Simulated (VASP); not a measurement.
# SiC (R-3m) in VASP: further runs

Runs on SiC. Level: PBE. Tasks: single point.

Everything below comes from runs of VASP 6.6.1. Logs are shortened: lines on timing, memory, paths and dates and some standing lists are left out, and cuts for length are marked.

### 1 The cell of the first run

The structure is trigonal, space group R-3m (No. 166). The conventional cell has a = 3.034 Å, b = 3.034 Å, c = 15.699 Å, α = 90.00°, β = 90.00°, γ = 120.00°. Within 2.1 Å of C (site symmetry 3m) lie 1 C at 1.58 Å and 3 Si at 1.87 Å. Within 2.5 Å of Si (site symmetry 3m) lie 3 C at 1.87 Å and 1 Si at 2.34 Å.

### 2 Single point, PBE (volume changed by -6%)

INCAR reads:

```
ALGO     = Normal         # electronic algorithm
EDIFF    = 1E-7           # SCF threshold, eV
ENCUT    = 520            # plane-wave cutoff, eV
GGA      = PE             # functional
ISIF     = 2              # what is computed and relaxed
ISMEAR   = 0              # smearing method
LASPH    = T              # aspherical terms in the spheres
LCHARG   = F              # write CHGCAR
LREAL    = F              # projectors in reciprocal space
LWAVE    = F              # write WAVECAR
NBANDS   = 16             # bands
NELM     = 80             # most SCF steps
PREC     = Accurate       # precision mode
SIGMA    = 0.01           # smearing width, eV
```

KPOINTS reads:

```
k-points
0
Gamma
  8 8 8
```

POSCAR reads:

```
SiC
1.0
    1.5168981397      0.8757815493      5.2328363714
   -1.5168981397      0.8757815493      5.2328363714
    0.0000000000     -1.7515630985      5.2328363714
C Si
2 2
Direct
    0.4496676742      0.4496676742      0.4496676742
    0.5503323258      0.5503323258      0.5503323258
    0.9255061281      0.9255061281      0.9255061281
    0.0744938719      0.0744938719      0.0744938719
```

Potentials or basis: VASP PAW PBE potentials, release 64 (C, Si).

Run with:

```sh
cat potpaw_PBE.64/C/POTCAR potpaw_PBE.64/Si/POTCAR > POTCAR
mpirun -np 1 vasp_std > vasp.out
```

OUTCAR:

```text
EDIFF = 1E-7
   ENCUT = 520
   GGA = PE
   ISIF = 2
   ISMEAR = 0
   LASPH = T
   LREAL = F
   NELM = 80
   PREC = Accurate

 ion  position               nearest neighbor table
   1  0.450  0.450  0.450-   2 1.58   4 1.87   4 1.87   4 1.87
   2  0.550  0.550  0.550-   1 1.58   3 1.87   3 1.87   3 1.87
   3  0.926  0.926  0.926-   2 1.87   2 1.87   2 1.87   4 2.34
   4  0.074  0.074  0.074-   1 1.87   1 1.87   1 1.87   3 2.34

  LATTYP: Found a trigonal (rhomboedric) cell.
 ALAT       =     5.5182016797
 COS(alpha) =     0.8488710396

  Lattice vectors:

 A1 = (   1.5168981397,   0.8757815493,   5.2328363714)
 A2 = (  -1.5168981397,   0.8757815493,   5.2328363714)
 A3 = (   0.0000000000,  -1.7515630985,   5.2328363714)

Analysis of symmetry for initial positions (statically):
=====================================================================
 Subroutine PRICEL returns:
 Original cell was already a primitive cell.

 Routine SETGRP: Setting up the symmetry group for a
 trigonal (rhombohedral) supercell.

 Subroutine GETGRP returns: Found 12 space group operations
 (whereof 12 operations were pure point group operations)
 out of a pool of 12 trial point group operations.

The static configuration has the point symmetry D_3d.

Analysis of symmetry for dynamics (positions and initial velocities):
=====================================================================
 Subroutine PRICEL returns:
 Original cell was already a primitive cell.

 Routine SETGRP: Setting up the symmetry group for a
 trigonal (rhombohedral) supercell.

 Subroutine GETGRP returns: Found 12 space group operations
 (whereof 12 operations were pure point group operations)
 out of a pool of 12 trial point group operations.

The dynamic configuration has the point symmetry D_3d.

 Subroutine INISYM returns: Found 12 space group operations
 (whereof 12 operations are pure point group operations),
 and found     1 'primitive' translations

----------------------------------------------------------------------------------------

                                     Primitive cell

  volume of cell :      41.7100

  direct lattice vectors                    reciprocal lattice vectors
     1.516898140  0.875781549  5.232836371     0.329620023  0.190306209  0.063700317
    -1.516898140  0.875781549  5.232836371    -0.329620023  0.190306209  0.063700317
     0.000000000 -1.751563098  5.232836371     0.000000000 -0.380612418  0.063700317

  length of vectors
     5.518201680  5.518201680  5.518201680     0.385906133  0.385906133  0.385906133

  position of ions in fractional coordinates (direct lattice)
     0.449667674  0.449667674  0.449667674
     0.550332326  0.550332326  0.550332326
     0.925506128  0.925506128  0.925506128
     0.074493872  0.074493872  0.074493872

  ion indices of the primitive-cell ions
   primitive index   ion index
                 1           1
                 2           2
                 3           3
                 4           4

----------------------------------------------------------------------------------------

 KPOINTS: k-points

Automatic generation of k-mesh.
 Grid dimensions read from file:
 generate k-points for:    8    8    8

 Generating k-lattice:

  Cartesian coordinates                     Fractional coordinates (reciprocal lattice)
     0.041202503  0.023788276  0.007962540     0.125000000  0.000000000  0.000000000
    -0.041202503  0.023788276  0.007962540     0.000000000  0.125000000  0.000000000
     0.000000000 -0.047576552  0.007962540    -0.000000000 -0.000000000  0.125000000

  Length of vectors
     0.048238267  0.048238267  0.048238267

  Shift w.r.t. Gamma in fractional coordinates (k-lattice)
     0.000000000  0.000000000  0.000000000

 Subroutine IBZKPT returns following result:
 ===========================================

 Found     65 irreducible k-points:

 Following reciprocal coordinates:
            Coordinates               Weight
  0.000000  0.000000  0.000000      1.000000
  0.125000  0.000000  0.000000      6.000000
  0.250000  0.000000  0.000000      6.000000
  0.375000 -0.000000 -0.000000      6.000000
  0.500000  0.000000  0.000000      3.000000
  0.125000  0.125000  0.000000      6.000000
[... 16 lines left out ...]
  0.250000  0.125000  0.125000      6.000000
  0.375000  0.125000  0.125000      6.000000
 [... further k-points ...]
   k-points           NKPTS =     65   k-points in BZ     NKDIM =     65   number of bands    NBANDS=     16
   number of dos      NEDOS =    301   number of ions     NIONS =      4
   total plane-waves  NPLWV =  74088
   dimension x,y,z NGX =    42 NGY =   42 NGZ =   42
   dimension x,y,z NGXF=    84 NGYF=   84 NGZF=   84
   ions per type =               2   2
   NGX,Y,Z   is equivalent  to a cutoff of  12.65, 12.65, 12.65 a.u.
   NGXF,Y,Z  is equivalent  to a cutoff of  25.31, 25.31, 25.31 a.u.
 SYSTEM =  unknown system
   PREC   = accura    normal or accurate (medium, high low for compatibility)
   ISTART =      0    job   : 0-new  1-cont  2-samecut
   ICHARG =      2    charge: 1-file 2-atom 10-const
   ISPIN  =      1    spin polarized calculation?
   LNONCOLLINEAR =      F non collinear calculations
   LSORBIT =      F    spin-orbit coupling
   LASPH  =      T    aspherical Exc in radial PAW
   ENCUT  =  520.0 eV  38.22 Ry    6.18 a.u.  10.26 10.26 10.26*2*pi/ulx,y,z
   NELM   =     80;   NELMIN=  2; NELMDL= -5     # of ELM steps
   EDIFF  = 0.1E-06   stopping-criterion for ELM
   LREAL  =      F    real-space projection
   EDIFFG = 0.1E-05   stopping-criterion for IOM
   NSW    =      0    number of steps for IOM
   IBRION =     -1    ionic relax: 0-MD 1-quasi-New 2-CG
   NFREE  =      0    steps in history (QN), initial steepest desc. (CG)
   ISIF   =      2    stress and relaxation
   ISYM   =      2    0-nonsym 1-usesym 2-fastsym
   POTIM  = 0.5000    time-step for ionic-motion
   TEBEG  =    0.0;   TEEND  =   0.0 temperature during run
   PSTRESS=    0.0 pullay stress
   NELECT =      16.0000    total number of electrons
   NUPDOWN=      -1.0000    fix difference up-down
   EMIN   =  10.00;   EMAX   =-10.00  energy-range for DOS
   EFERMI =   0.00;   METHOD = LEGACY
   ISMEAR =     0;   SIGMA  =   0.01  broadening in eV -4-tet -1-fermi 0-gaus
   EFERMI_NEDOS =   21; number of points for ismear=-14 and -15
   IALGO  =     38    algorithm
   IMIX   =      4    mixing-type and parameters
     AMIX     =   0.40;   BMIX     =  1.00
     AMIX_MAG =   1.60;   BMIX_MAG =  1.00
  volume/ion in A,a.u.               =      10.43        70.37
  Fermi-wavevector in a.u.,A,eV,Ry     =   1.189510  2.247847 19.251334  1.414933
  Thomas-Fermi vector in A             =   2.325615
   LORBIT       =      0    0 simple, 1 ext, 2 COOP (PROOUT), +10 PAW based schemes
   GGA     = PE    functional components
   LHFCALC =     F    Hartree Fock is set to
   AEXX    =    0.0000 exact exchange contribution
   IVDW    =     0    specifies the selected vdW correction
   LEPSILON=     F    determine dielectric tensor
   LRPA    =     F    only Hartree local field effects (RPA)
 non-spin polarized calculation
 Gauss-broadening in eV      SIGMA  =   0.01
  energy-cutoff  :      520.00
  volume of cell :       41.71
 maximum number of plane-waves:      1139
 NGX is ok and might be reduce to    42
   NGX = 21   NGY = 21   NGZ = 21

 number of electron      16.0000000 magnetization

 Free energy of the ion-electron system (eV)
  ---------------------------------------------------
  ext. energy  EPLUGINS =         0.00000000
  ---------------------------------------------------
  free energy    TOTEN  =       -28.68253558 eV

  energy without entropy =      -28.68253558  energy(sigma->0) =      -28.68253558

 E-fermi :   9.1929     XC(G=0): -11.3233

 val. band max:        9.1426752021   @ k =   0.0000   0.0000   0.0000
 cond. band min:       9.4600708708   @ k =   0.5000   0.5000   0.0000
 fundamental gap:      0.3173956687
 Fermi energy:         9.1928832541

 k-point     1 :       0.0000    0.0000    0.0000
  band No.  band energies     occupation
      1      -7.8920      2.00000
      2      -3.7561      2.00000
      3      -0.8427      2.00000
      4       6.3457      2.00000
      5       6.3457      2.00000
      6       7.9863      2.00000
[... 8 lines left out ...]
     15      15.9839      0.00000
     16      21.0264      0.00000

 k-point     2 :       0.1250    0.0000    0.0000
  band No.  band energies     occupation
      1      -7.6261      2.00000
      2      -3.5282      2.00000
      3      -0.5630      2.00000
      4       5.1333      2.00000
      5       6.0398      2.00000
      6       7.7894      2.00000
[... 8 lines left out ...]
     15      16.6688      0.00000
     16      20.2271      0.00000

 k-point     3 :       0.2500    0.0000    0.0000
  band No.  band energies     occupation
      1      -6.8590      2.00000
      2      -2.8666      2.00000
      3       0.1294      2.00000
      4       2.9591      2.00000
      5       5.4201      2.00000
      6       5.5927      2.00000
[... 8 lines left out ...]
     15      18.5808      0.00000
     16      19.2071      0.00000

 k-point     4 :       0.3750   -0.0000   -0.0000
  band No.  band energies     occupation
      1      -5.7429      2.00000
      2      -1.9543      2.00000
      3      -0.0908      2.00000
      4       2.2927      2.00000
      5       3.3700      2.00000
      6       4.9105      2.00000
[... 8 lines left out ...]
     15      19.3107      0.00000
     16      19.9920      0.00000
[... 324 lines left out ...]
 k-point    22 :       0.1250    0.1250    0.1250
  band No.  band energies     occupation
      1      -7.8496      2.00000
      2      -4.0277      2.00000
      3      -0.4295      2.00000
      4       6.3451      2.00000
      5       6.3451      2.00000
      6       7.4703      2.00000
[... 8 lines left out ...]
     15      16.0355      0.00000
     16      20.8521      0.00000

 k-point    23 :       0.2500    0.1250    0.1250
  band No.  band energies     occupation
      1      -7.5587      2.00000
      2      -3.9268      2.00000
      3       0.0665      2.00000
      4       5.0955      2.00000
      5       6.0634      2.00000
      6       7.0941      2.00000
[... 8 lines left out ...]
     15      16.6335      0.00000
     16      19.5293      0.00000

 k-point    24 :       0.3750    0.1250    0.1250
  band No.  band energies     occupation
      1      -6.7759      2.00000
      2      -3.3210      2.00000
      3       0.8335      2.00000
      4       2.9465      2.00000
      5       5.4364      2.00000
      6       5.7502      2.00000
[... 8 lines left out ...]
     15      18.4796      0.00000
     16      19.2374      0.00000

 [... further k-points ...]
[... 5 lines left out ...]
  --------------------------------------------------------------------------------------
  -------------------------------------------------------------------------------------
  Total        3.5106417      3.5106417      3.6477706      0.0000000      0.0000000      0.0000000
  in kB      134.8517138    134.8517138    140.1191456      0.0000000      0.0000000      0.0000000
  external PRESSURE =     136.6075244 kB  Pullay stress =       0.0000000 kB

 VOLUME and BASIS-vectors are now :
 -----------------------------------------------------------------------------
  energy-cutoff  :      520.00
  volume of cell :       41.71
      direct lattice vectors                 reciprocal lattice vectors
     1.516898140  0.875781549  5.232836371     0.329620023  0.190306209  0.063700317
    -1.516898140  0.875781549  5.232836371    -0.329620023  0.190306209  0.063700317
     0.000000000 -1.751563098  5.232836371     0.000000000 -0.380612418  0.063700317

 POSITION                                       TOTAL-FORCE (eV/Angst)
 -----------------------------------------------------------------------------------
      0.00000      0.00000      7.05911         0.000000     -0.000000     -0.085340
      0.00000      0.00000      8.63940         0.000000      0.000000      0.085340
      0.00000      0.00000     14.52907         0.000000      0.000000      0.303670
      0.00000      0.00000      1.16944         0.000000     -0.000000     -0.303670
 -----------------------------------------------------------------------------------
    total drift:                               -0.000000      0.000000      0.000000

  FREE ENERGIE OF THE ION-ELECTRON SYSTEM (eV)
  ---------------------------------------------------
  free  energy   TOTEN  =       -28.6825355806 eV

  energy  without entropy=      -28.6825355806  energy(sigma->0) =      -28.68253558
```

Run time: 95 s. Hardware: 1 thread of Intel Xeon 6975P-C, shared host; peak memory 0.25 GiB.

Results:

```
Free energy            : -28.6825 eV
Pressure               : 13.7 GPa
Largest force          : 0.304 eV/Å
Band gap on the k mesh : 0.32 eV, indirect (least direct gap 1.76 eV)
```

Forces on the atoms (eV/Å):
```
C    0.000  0.000 -0.085
C    0.000  0.000  0.085
Si   0.000  0.000  0.304
Si   0.000  0.000 -0.304
```

Stress tensor (GPa, compression positive):
```
13.49  0.00  0.00
 0.00 13.49  0.00
 0.00  0.00 14.01
```

### 3 Single point, PBE (volume changed by -3%)

INCAR reads:

```
SYSTEM = SiC
PREC     = Accurate       ! precision mode
ENCUT    = 520            ! plane-wave cutoff, eV
EDIFF    = 1E-6           ! SCF threshold, eV
ISMEAR   = 0              ! smearing method
SIGMA    = 0.01           ! smearing width, eV
LREAL    = .FALSE.        ! projectors in reciprocal space
LASPH    = .TRUE.         ! aspherical terms in the spheres
NELM     = 60             ! most SCF steps
ALGO     = Normal         ! electronic algorithm
ISIF     = 2              ! what is computed and relaxed
LWAVE    = .FALSE.        ! write WAVECAR
LCHARG   = .FALSE.        ! write CHGCAR
GGA      = PE             ! functional
NBANDS   = 16             ! bands
```

KPOINTS reads:

```
Automatic mesh
0
G
  8 8 8
  0 0 0
```

POSCAR reads:

```
SiC
1.0
    1.5328666620      0.8850009799      5.2879229077
   -1.5328666620      0.8850009799      5.2879229077
    0.0000000000     -1.7700019598      5.2879229077
C Si
2 2
Direct
    0.4496676742      0.4496676742      0.4496676742
    0.5503323258      0.5503323258      0.5503323258
    0.9255061281      0.9255061281      0.9255061281
    0.0744938719      0.0744938719      0.0744938719
```

Potentials or basis: VASP PAW PBE potentials, release 64 (C, Si).

Run with:

```sh
cat potpaw_PBE.64/C/POTCAR potpaw_PBE.64/Si/POTCAR > POTCAR
mpirun -np 1 vasp_std > vasp.out
```

Wall time 2 min (1 thread of Intel Xeon 6975P-C, shared host); peak memory 0.25 GiB.

It converged, with:

```
Free energy            : -28.7651 eV
Pressure               : 6.3 GPa
Largest force          : 0.148 eV/Å
Band gap on the k mesh : 0.38 eV, indirect (least direct gap 1.80 eV)
```

Forces in eV/Å, atoms in the order of the input:
```
C    0.000  0.000 -0.052
C    0.000  0.000  0.052
Si   0.000  0.000  0.148
Si   0.000  0.000 -0.148
```

Stress tensor (GPa, compression positive):
```
6.24 0.00 0.00
0.00 6.24 0.00
0.00 0.00 6.45
```

Levels at points of the mesh, in eV from the valence-band top:
```
           k point  band 6  band 7  band 8  band 9  band 10  band 11
(0.00, 0.00, 0.00)   -1.13    0.00    0.00    3.59     3.81     6.07
(0.50, 0.00, 0.00)   -4.30   -4.05   -1.99    2.03     3.79     4.06
(0.50, 0.50, 0.00)   -4.49   -1.48   -1.42    0.38     1.92     4.32
(0.50, 0.50, 0.50)   -2.71   -0.06   -0.06    3.58     5.70     5.74
```

 A k mesh can miss the band edges.
